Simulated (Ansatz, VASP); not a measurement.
Pt: VASP beside Ansatz

File INCAR:

```
SYSTEM = Pt
PREC = Accurate
ENCUT = 520
EDIFF = 1E-6
ISMEAR = 0
SIGMA = 0.15
LREAL = .FALSE.
LASPH = .TRUE.
NELM = 60
ALGO = Fast
ISIF = 2
LWAVE = .FALSE.
LCHARG = .FALSE.
GGA = PS
NBANDS = 17
```

KPOINTS

```
Automatic mesh
0
G
  24 24 14
  0 0 0
```

Contents of POSCAR:

```
Pt
1.0
    2.7932988608      0.0000000000      0.0000000000
   -1.3966494304      2.4190677738      0.0000000000
    0.0000000000      0.0000000000      4.9421459123
Pt
2
Direct
    0.6666666667      0.3333333333      0.7500000000
    0.3333333333      0.6666666667      0.2500000000
```

Input for Ansatz:

```yaml
crystal:
  lattice:
    - [2.7932988608, 0.0, 0.0]
    - [-1.3966494304, 2.4190677738, 0.0]
    - [0.0, 0.0, 4.9421459123]
  atoms:
    - { symbol: Pt, position: [0.6666666667, 0.3333333333, 0.75] }
    - { symbol: Pt, position: [0.3333333333, 0.6666666667, 0.25] }
basis:
  ecutwfc: 420
kpoints:
  mp_grid: { grid: [24, 24, 14] }
hamiltonian:
  xc: pbesol
scf:
  occupations: { method: gaussian, width: 0.15 }
output:
  forces: true
  stress: true
  eigenvalues: true
```

Change from the starting cell: strain +0.025 along x and y, +0.050 along z, atoms carried along.

Alike in both runs: task single point; functional PBEsol; k mesh 24 × 24 × 14; occupations gaussian, width 0.15 eV; no spin polarisation.

```csv
,VASP,Ansatz
version,VASP 6.6.1,Ansatz 0.2.0
potentials or method,"VASP PAW PBE potentials, release 64 (Pt), cutoff 520 eV","scalar-relativistic, plane waves, PAW"
valence electrons in the cell,20,36
```

VASP gave:

| Item | Value |
| --- | --- |
| gap on the k mesh at the Fermi level (eV) | none |
| pressure (GPa) | -21.0 |
| traceless stress, the component that is largest in VASP (GPa) | -0.83 |

Problem. Which values does Ansatz return?

Solution. gap on the k mesh at the Fermi level (eV): none; pressure (GPa): -20.6; traceless stress, the component that is largest in VASP (GPa): -0.72.

VASP's potentials were made for PBE, not for PBEsol. A gap of «none» marks a metal or a gap that the smearing closes. VASP's potentials hold 20 valence electrons a cell and Ansatz's 36, so a difference there can come from the potentials and not from the codes.

Spin-orbit coupling is off throughout.
